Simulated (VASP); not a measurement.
# NaAg2H3 (Cmmm) in VASP: notebook, part 2 of 2

VASP 6.6.1.

## Step 3: Relaxation of cell and atoms, PBEsol

This run uses another cell than the first one, of 13.76 Å³/atom, 1.080 times its volume.

INCAR reads:

```
ALGO = Normal ; EDIFF = 1E-7
EDIFFG = -0.01 ; ENCUT = 600
GGA = PS ; IBRION = 2
ISIF = 3 ; ISMEAR = -1
LASPH = T ; LCHARG = F
LREAL = F ; LWAVE = F
NELM = 100 ; NSW = 100
PREC = Accurate ; SIGMA = 0.03
```

KPOINTS reads:

```
k-points
0
Gamma
  6 6 6
```

POSCAR reads:

```
NaAg2H3
1.0
    2.5085255600     -4.1951898500      0.0000000000
    2.5085255600      4.1951898500      0.0000000000
    0.0000000000      0.0000000000      3.9224081300
Na Ag H
1 2 3
Direct
    0.5000000000      0.5000000000      0.0000000000
    0.0000000000      0.5000000000      0.5000000000
    0.5000000000      0.0000000000      0.5000000000
    0.1610669100      0.8389330900      0.0000000000
    0.8389330900      0.1610669100      0.0000000000
    0.0000000000      0.0000000000      0.5000000000
```

Potentials or basis: VASP PAW PBE potentials, release 64 (Na_pv, Ag, H).

Launch:

```
$ cat potpaw_PBE.64/Na_pv/POTCAR potpaw_PBE.64/Ag/POTCAR potpaw_PBE.64/H/POTCAR > POTCAR
$ mpirun -np 1 vasp_std > vasp.out
```

OUTCAR:

```text
EDIFF = 1E-7
   EDIFFG = -0.01
   ENCUT = 600
   GGA = PS
   IBRION = 2
   ISIF = 3
   ISMEAR = -1
   LASPH = T
   LREAL = F
   NELM = 100
   NSW = 100
   PREC = Accurate

 ion  position               nearest neighbor table
   1  0.500  0.500  0.000-   2 3.13   3 3.13   2 3.13   3 3.13   3 3.13   3 3.13   2 3.13   2 3.13

   2  0.000  0.500  0.500-   3 2.51   3 2.51   1 3.13   1 3.13   1 3.13   1 3.13
   3  0.500  0.000  0.500-   2 2.51   2 2.51   1 3.13   1 3.13   1 3.13   1 3.13
   4  0.161  0.839  0.000-
   5  0.839  0.161  0.000-
   6  0.000  0.000  0.500-

  LATTYP: Found a base centered orthorhombic cell.
 ALAT       =     5.0170511200
 B/A-ratio  =     1.6723727742
 C/A-ratio  =     0.7818154602

  Lattice vectors:

 A1 = (   2.5085255600,  -4.1951898500,   0.0000000000)
 A2 = (   2.5085255600,   4.1951898500,   0.0000000000)
 A3 = (   0.0000000000,   0.0000000000,   3.9224081300)

Analysis of symmetry for initial positions (statically):
=====================================================================
 Subroutine PRICEL returns:
 Original cell was already a primitive cell.

 Routine SETGRP: Setting up the symmetry group for a
 base centered orthorhombic supercell.

 Subroutine GETGRP returns: Found  8 space group operations
 (whereof  8 operations were pure point group operations)
 out of a pool of  8 trial point group operations.

The static configuration has the point symmetry D_2h.

Analysis of symmetry for dynamics (positions and initial velocities):
=====================================================================
 Subroutine PRICEL returns:
 Original cell was already a primitive cell.

 Routine SETGRP: Setting up the symmetry group for a
 base centered orthorhombic supercell.

 Subroutine GETGRP returns: Found  8 space group operations
 (whereof  8 operations were pure point group operations)
 out of a pool of  8 trial point group operations.

The dynamic configuration has the point symmetry D_2h.
[... 117 lines left out ...]
   PSTRESS=    0.0 pullay stress
   NELECT =      32.0000    total number of electrons
   NUPDOWN=      -1.0000    fix difference up-down
   EMIN   =  10.00;   EMAX   =-10.00  energy-range for DOS
   EFERMI =   0.00;   METHOD = LEGACY
   ISMEAR =    -1;   SIGMA  =   0.03  broadening in eV -4-tet -1-fermi 0-gaus
   EFERMI_NEDOS =   21; number of points for ismear=-14 and -15
   IALGO  =     38    algorithm
   IMIX   =      4    mixing-type and parameters
     AMIX     =   0.40;   BMIX     =  1.00
     AMIX_MAG =   1.60;   BMIX_MAG =  1.00
  volume/ion in A,a.u.               =      13.76        92.85
  Fermi-wavevector in a.u.,A,eV,Ry     =   1.193641  2.255655 19.385304  1.424780
  Thomas-Fermi vector in A             =   2.329651
   LORBIT       =      0    0 simple, 1 ext, 2 COOP (PROOUT), +10 PAW based schemes
   GGA     = PS    functional components
   LHFCALC =     F    Hartree Fock is set to
   AEXX    =    0.0000 exact exchange contribution
   IVDW    =     0    specifies the selected vdW correction
   LEPSILON=     F    determine dielectric tensor
   LRPA    =     F    only Hartree local field effects (RPA)
 conjugate gradient relaxation of ions
 non-spin polarized calculation
  energy-cutoff  :      600.00
  volume of cell :       82.56
 maximum number of plane-waves:      2778
   NGX = 19   NGY = 19   NGZ = 15

--------------------------------------- Ionic step        1  -------------------------------------------

 number of electron      32.0000005 magnetization

 Free energy of the ion-electron system (eV)
  ---------------------------------------------------
  ext. energy  EPLUGINS =         0.00000000
  ---------------------------------------------------
  free energy    TOTEN  =       -14.19215989 eV

  energy without entropy =      -14.18613973  energy(sigma->0) =      -14.18914981

------------------------ aborting loop because EDIFF is reached ----------------------------------------

  FORCE on cell =-STRESS in cart. coord.  units (eV):
  Direction    XX          YY          ZZ          XY          YZ          ZX
  --------------------------------------------------------------------------------------
  -------------------------------------------------------------------------------------
  Total        2.5157121     -4.4013262     -4.9785763      0.0000000      0.0000000      0.0000000
  in kB       48.8223402    -85.4163900    -96.6190641      0.0000000      0.0000000      0.0000000
  external PRESSURE =     -44.4043713 kB  Pullay stress =       0.0000000 kB
[... 1224 lines left out ...]
     19       7.8297      0.00000
     20      10.8595      0.00000

 [... further k-points ...]

[... ionic steps 4 to 29 ...]

--------------------------------------- Ionic step       30  -------------------------------------------

 number of electron      32.0000002 magnetization

------------------------ aborting loop because EDIFF is reached ----------------------------------------
[... 75 lines left out ...]
--------------------------------------- Ionic step       32  -------------------------------------------

 number of electron      32.0000002 magnetization

 Free energy of the ion-electron system (eV)
  ---------------------------------------------------
  ext. energy  EPLUGINS =         0.00000000
  ---------------------------------------------------
  free energy    TOTEN  =       -16.06796490 eV

  energy without entropy =      -16.06720405  energy(sigma->0) =      -16.06758447

 E-fermi :   4.1219     XC(G=0):  -9.8826

 val. band max:        4.0760228620   @ k =   0.3333   0.1667   0.5000
 cond. band min:       4.3725918064   @ k =   0.3333   0.0000   0.5000
 fundamental gap:      0.2965689444
 Fermi energy:         4.1219352951
[... 585 lines left out ...]
  FREE ENERGIE OF THE ION-ELECTRON SYSTEM (eV)
  ---------------------------------------------------
  free  energy   TOTEN  =       -16.0679648964 eV

  energy  without entropy=      -16.0672040497  energy(sigma->0) =      -16.06758447

 reached required accuracy - stopping structural energy minimisation
```

OSZICAR:

```text
N       E                     dE             d eps       ncg     rms          rms(c)
DAV:   1     0.229845754352E+03    0.22985E+03   -0.17141E+04  2080   0.180E+03
DAV:   2    -0.300581772264E+01   -0.23285E+03   -0.22114E+03  2112   0.391E+02
DAV:   3    -0.150355294063E+02   -0.12030E+02   -0.11229E+02  2452   0.875E+01
[... 329 lines left out ...]
DAV:   2    -0.160681331319E+02    0.41717E-03   -0.48964E-04  2208   0.233E-01    0.742E-02
DAV:   3    -0.160679699749E+02    0.16316E-03   -0.24618E-04  2288   0.129E-01    0.205E-02
DAV:   4    -0.160679659792E+02    0.39958E-05   -0.17787E-05  2236   0.334E-02    0.135E-02
DAV:   5    -0.160679649375E+02    0.10417E-05   -0.22270E-06  2216   0.130E-02    0.318E-03
DAV:   6    -0.160679648964E+02    0.41094E-07   -0.30103E-07  2048   0.491E-03
  32 F= -.16067965E+02 E0= -.16067584E+02  d E =-.185995E-03
```

CONTCAR:

```text
NaAg2H3
   1.00000000000000
     2.6072371987069314   -4.7141248509676794    0.0000000000000000
     2.6072371987069314    4.7141248509676794    0.0000000000000000
     0.0000000000000000    0.0000000000000000    3.1038329060777050
  Na              Ag              H
     1     2     3
Direct
     0.5000000000000000    0.5000000000000000    0.0000000000000000
     0.0000000000000000    0.5000000000000000    0.5000000000000000
     0.5000000000000000    0.0000000000000000    0.5000000000000000
     0.2664145673069186    0.7335854326930810    0.0000000000000000
     0.7335854326930810    0.2664145673069186    0.0000000000000000
     0.0000000000000000    0.0000000000000000    0.5000000000000000

  0.00000000E+00  0.00000000E+00  0.00000000E+00
  0.00000000E+00  0.00000000E+00  0.00000000E+00
  0.00000000E+00  0.00000000E+00  0.00000000E+00
  0.00000000E+00  0.00000000E+00  0.00000000E+00
  0.00000000E+00  0.00000000E+00  0.00000000E+00
  0.00000000E+00  0.00000000E+00  0.00000000E+00
```

It took 31 min on 1 thread of Intel Xeon 6975P-C (Granite Rapids), shared host; peak memory 0.3 GiB.

Results:

```
Free energy                            : -16.0680 eV
Relaxed volume                         : 12.72 Å³/atom
Relaxed cell                           : a = 5.387 Å, b = 5.387 Å, c = 3.104 Å, α = 90.00°, β = 90.00°, γ = 122.11°
Space group after relaxing (to 0.05 Å) : Cmmm (No. 65)
Energy gained by relaxing              : 312.6 meV/atom
Ionic steps                            : 32
Pressure after relaxing                : 0.0 GPa
Largest force after relaxing           : 0.004 eV/Å
Band gap on the k mesh                 : zero (band 16 reaches 6.16 eV, above the bottom of band 17 at 3.77 eV)
```

Forces on the atoms (eV/Å):
```
Na   0.000  0.000  0.000
Ag   0.000  0.000  0.000
Ag   0.000  0.000  0.000
H    0.000 -0.004  0.000
H    0.000  0.004  0.000
H    0.000  0.000  0.000
```

Stress tensor (GPa, compression positive):
```
 0.12  0.00  0.00
 0.00  0.00  0.00
 0.00  0.00 -0.08
```

The path:
```
step  energy change (eV)  largest force (eV/Å)  pressure (GPa)  volume (Å³)
   1              0.0000                0.8384           -4.44        82.56
   2             -0.4226                0.8353           -4.24        77.99
   3             -0.8232                0.7691           -1.94        70.80
   4             -0.1439                0.1566           15.71        56.60
   5             -0.8456                0.7099           -0.15        67.84
   6             -0.9307                0.7068            1.11        67.09
   7             -1.1235                0.5555            5.58        64.85
   8             -0.8418                0.5376           18.71        60.46
   9             -1.1569                0.4022            7.84        63.91
  10             -1.1900                0.3623            7.59        64.19
  11             -1.2784                0.2343            6.92        65.03
  12             -1.4033                0.0734            5.75        66.72
  13             -1.3672                1.0129            4.03        70.12
  14             -1.4382                0.4291            4.98        68.13
  15             -1.5236                0.3372            3.18        69.69
  16             -1.6709                0.1192           -1.07        74.45
  17             -1.6068                0.1039           -6.09        84.25
  18             -1.6939                0.0108           -3.44        78.15
  19             -1.7865                0.0603           -2.61        77.78
  20             -1.8588                0.1388           -0.56        76.95
  21             -1.8593                0.1438           -0.34        76.87
  22             -1.8661                0.1285           -0.19        76.50
  23             -1.8694                0.1099            0.01        76.04
  24             -1.8694                0.1084            0.03        76.00
  25             -1.8714                0.0891            0.06        75.96
  26             -1.8748                0.0270            0.14        75.83
  27             -1.8750                0.0095            0.15        75.80
  28             -1.8755                0.0065           -0.03        76.12
  29             -1.8756                0.0048           -0.11        76.29
  30             -1.8756                0.0040           -0.14        76.37
  31             -1.8757                0.0040            0.10        76.26
  32             -1.8758                0.0039            0.02        76.30
```

Final structure:
```yaml
crystal:
  lattice:
    - [2.60724, -4.71412, 0.00000]
    - [2.60724, 4.71412, 0.00000]
    - [0.00000, 0.00000, 3.10383]
  atoms:
    - { symbol: Na, position: [0.50000, 0.50000, 0.00000] }
    - { symbol: Ag, position: [0.00000, 0.50000, 0.50000] }
    - { symbol: Ag, position: [0.50000, 0.00000, 0.50000] }
    - { symbol: H, position: [0.26641, 0.73359, 0.00000] }
    - { symbol: H, position: [0.73359, 0.26641, 0.00000] }
    - { symbol: H, position: [0.00000, 0.00000, 0.50000] }
```

Caveat: the PAW data sets were made with another functional, which shifts forces and pressure a little.
